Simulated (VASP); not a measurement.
# KBr (Fm-3m) in VASP: a series of runs

Runs on KBr. Level: PBE. Tasks: single point.

Everything below comes from runs of VASP 6.6.1. Logs are shortened: lines on timing, memory, paths and dates and some standing lists are left out, and cuts for length are marked.

### 1 The cell of the first run

It takes space group Fm-3m (No. 225, cubic). Conventional cell: a = 6.600 Å, b = 6.600 Å, c = 6.600 Å, α = 90.00°, β = 90.00°, γ = 90.00°. Br (site symmetry m-3m) has 6 K at 3.30 Å within 4.3 Å. K (site symmetry m-3m) has 6 Br at 3.30 Å within 4.3 Å.

### 2 Single point, PBE

Contents of INCAR:

```
PREC = Accurate
ENCUT = 520
EDIFF = 1E-7
ISMEAR = 0
SIGMA = 0.015
LREAL = False
LASPH = True
NELM = 100
ALGO = Normal
ISIF = 2
LWAVE = False
LCHARG = False
GGA = PE
NBANDS = 15
```

Contents of KPOINTS:

```
regular mesh
0
Gamma
  7 7 7
```

Contents of POSCAR:

```
KBr
1.0
    0.0000000000      3.3000000000      3.3000000000
    3.3000000000      0.0000000000      3.3000000000
    3.3000000000      3.3000000000      0.0000000000
Br K
1 1
Direct
    0.5000000000      0.5000000000      0.5000000000
    0.0000000000      0.0000000000      0.0000000000
```

Potentials or basis: VASP PAW PBE potentials, release 64 (Br, K_sv).

On the command line:

```console
> cat potpaw_PBE.64/Br/POTCAR potpaw_PBE.64/K_sv/POTCAR > POTCAR
> mpirun -np 1 vasp_std > vasp.out
```

OUTCAR:

```text
PREC = Accurate
   ENCUT = 520
   EDIFF = 1E-7
   ISMEAR = 0
   LREAL = False
   LASPH = True
   NELM = 100
   ISIF = 2
   GGA = PE

 ion  position               nearest neighbor table
   1  0.500  0.500  0.500-   2 3.30   2 3.30   2 3.30   2 3.30   2 3.30   2 3.30
   2  0.000  0.000  0.000-   1 3.30   1 3.30   1 3.30   1 3.30   1 3.30   1 3.30

  LATTYP: Found a face centered cubic cell.
 ALAT       =     6.6000000000

  Lattice vectors:

 A1 = (   0.0000000000,   3.3000000000,   3.3000000000)
 A2 = (   3.3000000000,   0.0000000000,   3.3000000000)
 A3 = (   3.3000000000,   3.3000000000,   0.0000000000)

Analysis of symmetry for initial positions (statically):
=====================================================================
 Subroutine PRICEL returns:
 Original cell was already a primitive cell.

 Routine SETGRP: Setting up the symmetry group for a
 face centered cubic supercell.

 Subroutine GETGRP returns: Found 48 space group operations
 (whereof 48 operations were pure point group operations)
 out of a pool of 48 trial point group operations.

The static configuration has the point symmetry O_h .

Analysis of symmetry for dynamics (positions and initial velocities):
=====================================================================
 Subroutine PRICEL returns:
 Original cell was already a primitive cell.

 Routine SETGRP: Setting up the symmetry group for a
 face centered cubic supercell.

 Subroutine GETGRP returns: Found 48 space group operations
 (whereof 48 operations were pure point group operations)
 out of a pool of 48 trial point group operations.

The dynamic configuration has the point symmetry O_h .

 Subroutine INISYM returns: Found 48 space group operations
 (whereof 48 operations are pure point group operations),
 and found     1 'primitive' translations

----------------------------------------------------------------------------------------

                                     Primitive cell

  volume of cell :      71.8740

  direct lattice vectors                    reciprocal lattice vectors
     0.000000000  3.300000000  3.300000000    -0.151515152  0.151515152  0.151515152
     3.300000000  0.000000000  3.300000000     0.151515152 -0.151515152  0.151515152
     3.300000000  3.300000000  0.000000000     0.151515152  0.151515152 -0.151515152

  length of vectors
     4.666904756  4.666904756  4.666904756     0.262431941  0.262431941  0.262431941

  position of ions in fractional coordinates (direct lattice)
     0.500000000  0.500000000  0.500000000
     0.000000000  0.000000000  0.000000000

  ion indices of the primitive-cell ions
   primitive index   ion index
                 1           1
[... 81 lines left out ...]
   EMIN   =  10.00;   EMAX   =-10.00  energy-range for DOS
   EFERMI =   0.00;   METHOD = LEGACY
   ISMEAR =     0;   SIGMA  =   0.01  broadening in eV -4-tet -1-fermi 0-gaus
   EFERMI_NEDOS =   21; number of points for ismear=-14 and -15
   IALGO  =     38    algorithm
   IMIX   =      4    mixing-type and parameters
     AMIX     =   0.40;   BMIX     =  1.00
     AMIX_MAG =   1.60;   BMIX_MAG =  1.00
  volume/ion in A,a.u.               =      35.94       242.51
  Fermi-wavevector in a.u.,A,eV,Ry     =   0.992181  1.874950 13.393889  0.984423
  Thomas-Fermi vector in A             =   2.123975
   LORBIT       =      0    0 simple, 1 ext, 2 COOP (PROOUT), +10 PAW based schemes
   GGA     = PE    functional components
   LHFCALC =     F    Hartree Fock is set to
   AEXX    =    0.0000 exact exchange contribution
   IVDW    =     0    specifies the selected vdW correction
   LEPSILON=     F    determine dielectric tensor
   LRPA    =     F    only Hartree local field effects (RPA)
 non-spin polarized calculation
 Gauss-broadening in eV      SIGMA  =   0.01
  energy-cutoff  :      520.00
  volume of cell :       71.87
 maximum number of plane-waves:      1948
   NGX = 17   NGY = 17   NGZ = 17

 number of electron      15.9999997 magnetization

 Free energy of the ion-electron system (eV)
  ---------------------------------------------------
  ext. energy  EPLUGINS =         0.00000000
  ---------------------------------------------------
  free energy    TOTEN  =        -6.21508458 eV

  energy without entropy =       -6.21508458  energy(sigma->0) =       -6.21508458

 E-fermi :  -1.6585     XC(G=0):  -7.3706

 val. band max:       -1.7406308586   @ k =   0.0000   0.0000   0.0000
 cond. band min:       2.6932906661   @ k =   0.0000   0.0000   0.0000
 fundamental gap:      4.4339215247
 Fermi energy:        -1.6585455633

 k-point     1 :       0.0000    0.0000    0.0000
  band No.  band energies     occupation
      1     -29.5217      2.00000
      2     -14.0328      2.00000
      3     -12.9990      2.00000
      4     -12.9990      2.00000
      5     -12.9990      2.00000
      6      -1.7406      2.00000
      7      -1.7406      2.00000
      8      -1.7406      2.00000
      9       2.6933      0.00000
     10       5.8635      0.00000
     11       5.8635      0.00000
     12       5.8635      0.00000
     13       6.6868      0.00000
     14       6.6868      0.00000
[... 329 lines left out ...]
      2     -14.0469      2.00000
      3     -13.0657      2.00000
      4     -13.0420      2.00000
      5     -12.8976      2.00000
      6      -2.4147      2.00000
      7      -2.3662      2.00000
      8      -2.1588      2.00000
      9       5.3125      0.00000
     10       6.0447      0.00000
     11       6.5910      0.00000
     12       7.3080      0.00000
     13       8.7308      0.00000
     14       8.7450      0.00000
     15       9.5373      0.00000

------------------------ aborting loop because EDIFF is reached ----------------------------------------

  FORCE on cell =-STRESS in cart. coord.  units (eV):
  Direction    XX          YY          ZZ          XY          YZ          ZX
  --------------------------------------------------------------------------------------
  -------------------------------------------------------------------------------------
  Total        0.3385899      0.3385899      0.3385899      0.0000000      0.0000000     -0.0000000
  in kB        7.5476683      7.5476683      7.5476683      0.0000000      0.0000000     -0.0000000
  external PRESSURE =       7.5476683 kB  Pullay stress =       0.0000000 kB

 VOLUME and BASIS-vectors are now :
 -----------------------------------------------------------------------------
  energy-cutoff  :      520.00
  volume of cell :       71.87
      direct lattice vectors                 reciprocal lattice vectors
     0.000000000  3.300000000  3.300000000    -0.151515152  0.151515152  0.151515152
     3.300000000  0.000000000  3.300000000     0.151515152 -0.151515152  0.151515152
     3.300000000  3.300000000  0.000000000     0.151515152  0.151515152 -0.151515152

 POSITION                                       TOTAL-FORCE (eV/Angst)
 -----------------------------------------------------------------------------------
      3.30000      3.30000      3.30000         0.000000      0.000000     -0.000000
      0.00000      0.00000      0.00000         0.000000      0.000000      0.000000
 -----------------------------------------------------------------------------------
    total drift:                                0.000000      0.000000      0.000000

  FREE ENERGIE OF THE ION-ELECTRON SYSTEM (eV)
  ---------------------------------------------------
  free  energy   TOTEN  =        -6.2150845767 eV

  energy  without entropy=       -6.2150845767  energy(sigma->0) =       -6.21508458
```

Run time: 8.7 s. Hardware: 1 thread of Intel Xeon 6975P-C (Granite Rapids), shared host; peak memory 0.21 GiB.

Results:

```
Free energy            : -6.2151 eV
Pressure               : 0.8 GPa
Band gap on the k mesh : 4.43 eV, direct
```

Levels at points of the mesh, in eV from the valence-band top:
| k point | band 6 | band 7 | band 8 | band 9 | band 10 | band 11 |
| --- | --- | --- | --- | --- | --- | --- |
| (0.00, 0.00, 0.00) | 0.00 | 0.00 | 0.00 | 4.43 | 7.60 | 7.60 |

A k mesh can miss the band edges. As with any semilocal functional, this PBE gap is likely too small.

### 3 Single point, PBE

Contents of INCAR:

```
SYSTEM = KBr
PREC = Accurate
ENCUT = 520
EDIFF = 1E-7
ISMEAR = 0
SIGMA = 0.016
LREAL = .FALSE.
LASPH = .TRUE.
NELM = 80
ALGO = Normal
ISIF = 2
LWAVE = .FALSE.
LCHARG = .FALSE.
GGA = PE
NBANDS = 15
```

Contents of KPOINTS:

```
Automatic mesh
0
G
  7 7 7
  0 0 0
```

POSCAR is that of step 2.

Potentials or basis: VASP PAW PBE potentials, release 64 (Br, K_sv).

On the command line:

```console
> cat potpaw_PBE.64/Br/POTCAR potpaw_PBE.64/K_sv/POTCAR > POTCAR
> mpirun -np 1 vasp_std > vasp.out
```

OUTCAR:

```text
SYSTEM = KBr
   PREC = Accurate
   ENCUT = 520
   EDIFF = 1E-7
   ISMEAR = 0
   LREAL = .FALSE.
   LASPH = .TRUE.
   NELM = 80
   ISIF = 2
   GGA = PE

 ion  position               nearest neighbor table
   1  0.500  0.500  0.500-   2 3.30   2 3.30   2 3.30   2 3.30   2 3.30   2 3.30
   2  0.000  0.000  0.000-   1 3.30   1 3.30   1 3.30   1 3.30   1 3.30   1 3.30

  LATTYP: Found a face centered cubic cell.
 ALAT       =     6.6000000000

  Lattice vectors:

 A1 = (   0.0000000000,   3.3000000000,   3.3000000000)
 A2 = (   3.3000000000,   0.0000000000,   3.3000000000)
 A3 = (   3.3000000000,   3.3000000000,   0.0000000000)

Analysis of symmetry for initial positions (statically):
=====================================================================
 Subroutine PRICEL returns:
 Original cell was already a primitive cell.

 Routine SETGRP: Setting up the symmetry group for a
 face centered cubic supercell.

 Subroutine GETGRP returns: Found 48 space group operations
 (whereof 48 operations were pure point group operations)
 out of a pool of 48 trial point group operations.

The static configuration has the point symmetry O_h .

Analysis of symmetry for dynamics (positions and initial velocities):
[... 172 lines left out ...]
     10       5.8635      0.00000
     11       5.8635      0.00000
     12       5.8635      0.00000
     13       6.6868      0.00000
     14       6.6868      0.00000
[... 329 lines left out ...]
      2     -14.0469      2.00000
      3     -13.0657      2.00000
      4     -13.0420      2.00000
      5     -12.8976      2.00000
      6      -2.4147      2.00000
      7      -2.3662      2.00000
      8      -2.1588      2.00000
      9       5.3125      0.00000
     10       6.0447      0.00000
     11       6.5910      0.00000
     12       7.3080      0.00000
     13       8.7308      0.00000
     14       8.7450      0.00000
     15       9.5373      0.00000

------------------------ aborting loop because EDIFF is reached ----------------------------------------

  FORCE on cell =-STRESS in cart. coord.  units (eV):
  Direction    XX          YY          ZZ          XY          YZ          ZX
  --------------------------------------------------------------------------------------
  -------------------------------------------------------------------------------------
  Total        0.3385899      0.3385899      0.3385899     -0.0000000     -0.0000000      0.0000000
  in kB        7.5476683      7.5476683      7.5476683     -0.0000000     -0.0000000      0.0000000
  external PRESSURE =       7.5476683 kB  Pullay stress =       0.0000000 kB

 VOLUME and BASIS-vectors are now :
 -----------------------------------------------------------------------------
  energy-cutoff  :      520.00
  volume of cell :       71.87
      direct lattice vectors                 reciprocal lattice vectors
     0.000000000  3.300000000  3.300000000    -0.151515152  0.151515152  0.151515152
     3.300000000  0.000000000  3.300000000     0.151515152 -0.151515152  0.151515152
     3.300000000  3.300000000  0.000000000     0.151515152  0.151515152 -0.151515152

 POSITION                                       TOTAL-FORCE (eV/Angst)
 -----------------------------------------------------------------------------------
      3.30000      3.30000      3.30000        -0.000000     -0.000000     -0.000000
      0.00000      0.00000      0.00000         0.000000      0.000000      0.000000
 -----------------------------------------------------------------------------------
    total drift:                                0.000000      0.000000      0.000000

  FREE ENERGIE OF THE ION-ELECTRON SYSTEM (eV)
  ---------------------------------------------------
  free  energy   TOTEN  =        -6.2150845768 eV

  energy  without entropy=       -6.2150845768  energy(sigma->0) =       -6.21508458
```

OSZICAR:

```text
N       E                     dE             d eps       ncg     rms          rms(c)
DAV:   1     0.984913737170E+02    0.98491E+02   -0.69245E+03   600   0.935E+02
DAV:   2    -0.271056127171E+00   -0.98762E+02   -0.90546E+02   782   0.228E+02
DAV:   3    -0.616151280848E+01   -0.58905E+01   -0.58520E+01   826   0.493E+01
DAV:   4    -0.638555818468E+01   -0.22405E+00   -0.22401E+00   872   0.835E+00
DAV:   5    -0.638777338663E+01   -0.22152E-02   -0.22152E-02   840   0.907E-01    0.311E+00
DAV:   6    -0.621620533498E+01    0.17157E+00   -0.21604E-01   775   0.224E+00    0.227E+00
DAV:   7    -0.620506483344E+01    0.11141E-01   -0.10652E-01   817   0.176E+00    0.103E+00
DAV:   8    -0.621398096764E+01   -0.89161E-02   -0.11535E-02   630   0.789E-01    0.115E-01
DAV:   9    -0.621478236697E+01   -0.80140E-03   -0.82116E-04   845   0.176E-01    0.781E-02
DAV:  10    -0.621506466090E+01   -0.28229E-03   -0.28244E-04   614   0.963E-02    0.120E-02
DAV:  11    -0.621508270907E+01   -0.18048E-04   -0.28151E-05   815   0.301E-02    0.598E-03
DAV:  12    -0.621508448041E+01   -0.17713E-05   -0.41366E-06   621   0.132E-02    0.159E-03
DAV:  13    -0.621508457680E+01   -0.96391E-07   -0.13883E-07   859   0.203E-03
   1 F= -.62150846E+01 E0= -.62150846E+01  d E =-.292803E-15
```

stdout:

```text
POSCAR found type information on POSCAR BrK
 POSCAR found :  2 types and       2 ions
 scaLAPACK will be used
 LDA part: xc-table for (Slater+PW92), standard interpolation
 POSCAR, INCAR and KPOINTS ok, starting setup
 FFT: planning ... GRIDC
 FFT: planning ... GRID_SOFT
 FFT: planning ... GRID
 WAVECAR not read
 entering main loop
```

It took 8.7 s on 1 thread of Intel Xeon 6975P-C (Granite Rapids), shared host; peak memory 0.21 GiB.

Results:

```
Free energy            : -6.2151 eV
Pressure               : 0.8 GPa
Band gap on the k mesh : 4.43 eV, direct
```

### 4 Single point, PBE

Contents of INCAR:

```
PREC = Accurate
ENCUT = 520
EDIFF = 1E-6
ISMEAR = 0
SIGMA = 0.017
LREAL = False
LASPH = True
NELM = 100
ALGO = Normal
ISIF = 2
LWAVE = False
LCHARG = False
GGA = PE
NBANDS = 15
```

Contents of KPOINTS:

```
Automatic mesh
0
Gamma
  7 7 7
```

POSCAR is that of step 3.

On the command line:

```console
> cat potpaw_PBE.64/Br/POTCAR potpaw_PBE.64/K_sv/POTCAR > POTCAR
> mpirun -np 1 vasp_std > vasp.out
```

Run time: 8.6 s. Hardware: 1 thread of Intel Xeon 6975P-C (Granite Rapids), shared host; peak memory 0.21 GiB.

The run converged. Its results:

| Quantity | Value |
| --- | --- |
| Free energy | -6.2151 eV |
| Pressure | 0.8 GPa |
| Band gap on the k mesh | 4.43 eV, direct |

Levels at points of the mesh, in eV from the valence-band top:
| k point | band 4 | band 5 | band 6 | band 7 | band 8 | band 9 | band 10 | band 11 | band 12 | band 13 |
| --- | --- | --- | --- | --- | --- | --- | --- | --- | --- | --- |
| (0.00, 0.00, 0.00) | -11.26 | -11.26 | 0.00 | 0.00 | 0.00 | 4.43 | 7.60 | 7.60 | 7.60 | 8.43 |

### 5 Single point, PBE

Contents of INCAR:

```
PREC = Accurate
ENCUT = 520
EDIFF = 1E-7
ISMEAR = 0
SIGMA = 0.022
LREAL = F
LASPH = T
NELM = 100
ALGO = Normal
ISIF = 2
LWAVE = F
LCHARG = T
GGA = PE
LELF = T
LVHAR = T
NBANDS = 15
```

Contents of KPOINTS:

```
regular mesh
0
Gamma
  7 7 7
```

POSCAR is that of step 4.

On the command line:

```console
> cat potpaw_PBE.64/Br/POTCAR potpaw_PBE.64/K_sv/POTCAR > POTCAR
> mpirun -np 1 vasp_std > vasp.out
```

Wall time 9.3 s (1 thread of Intel Xeon 6975P-C (Granite Rapids), shared host); peak memory 0.21 GiB.

Results (log left out):

```yaml
Free_energy: -6.2151 eV
Pressure: 0.8 GPa
Band_gap_on_the_k_mesh: 4.43 eV, direct
```

Levels at points of the mesh, in eV from the valence-band top:
| k point | band 5 | band 6 | band 7 | band 8 | band 9 | band 10 | band 11 | band 12 |
| --- | --- | --- | --- | --- | --- | --- | --- | --- |
| (0.00, 0.00, 0.00) | -11.26 | 0.00 | 0.00 | 0.00 | 4.43 | 7.60 | 7.60 | 7.60 |

### 6 Single point, PBE

Contents of INCAR:

```
SYSTEM = KBr
ALGO = Normal
EDIFF = 1E-6
ENCUT = 520
GGA = PE
ISIF = 2
ISMEAR = 0
LASPH = .TRUE.
LCHARG = .TRUE.
LELF = .TRUE.
LREAL = .FALSE.
LVHAR = .TRUE.
LWAVE = .FALSE.
NBANDS = 15
NELM = 100
PREC = Accurate
SIGMA = 0.023
```

Contents of KPOINTS:

```
k-points
0
G
  7 7 7
  0 0 0
```

POSCAR is that of step 5.

Potentials or basis: VASP PAW PBE potentials, release 64 (Br, K_sv).

On the command line:

```console
> cat potpaw_PBE.64/Br/POTCAR potpaw_PBE.64/K_sv/POTCAR > POTCAR
> mpirun -np 1 vasp_std > vasp.out
```

Run time: 9.2 s. Hardware: 1 thread of Intel Xeon 6975P-C (Granite Rapids), shared host; peak memory 0.21 GiB.

The run converged. Its results:

| Property | Result |
| --- | --- |
| Free energy | -6.2151 eV |
| Pressure | 0.8 GPa |
| Band gap on the k mesh | 4.43 eV, direct |

Levels at points of the mesh, in eV from the valence-band top:
| k point | band 4 | band 5 | band 6 | band 7 | band 8 | band 9 | band 10 | band 11 | band 12 | band 13 |
| --- | --- | --- | --- | --- | --- | --- | --- | --- | --- | --- |
| (0.00, 0.00, 0.00) | -11.26 | -11.26 | 0.00 | 0.00 | 0.00 | 4.43 | 7.60 | 7.60 | 7.60 | 8.43 |

A k mesh can miss the band edges.

### 7 Summary

```tsv
smearing	gap on the mesh (eV)	pressure (GPa)
gaussian 0.015 eV	4.43	0.8
gaussian 0.016 eV	4.43	0.8
gaussian 0.017 eV	4.43	0.8
gaussian 0.022 eV	4.43	0.8
gaussian 0.023 eV	4.43	0.8
```

Alike in all rows: task single point; level PBE; potentials or basis VASP PAW PBE potentials, release 64 (Br, K_sv); no spin polarisation; cell as given; k mesh 7 × 7 × 7; cutoff (eV) 520.

On the cell as given the gap runs from 4.43 eV (PBE) to 4.43 eV (PBE).

Total energies depend on the potentials used, so only differences within one code and one set of settings carry meaning.
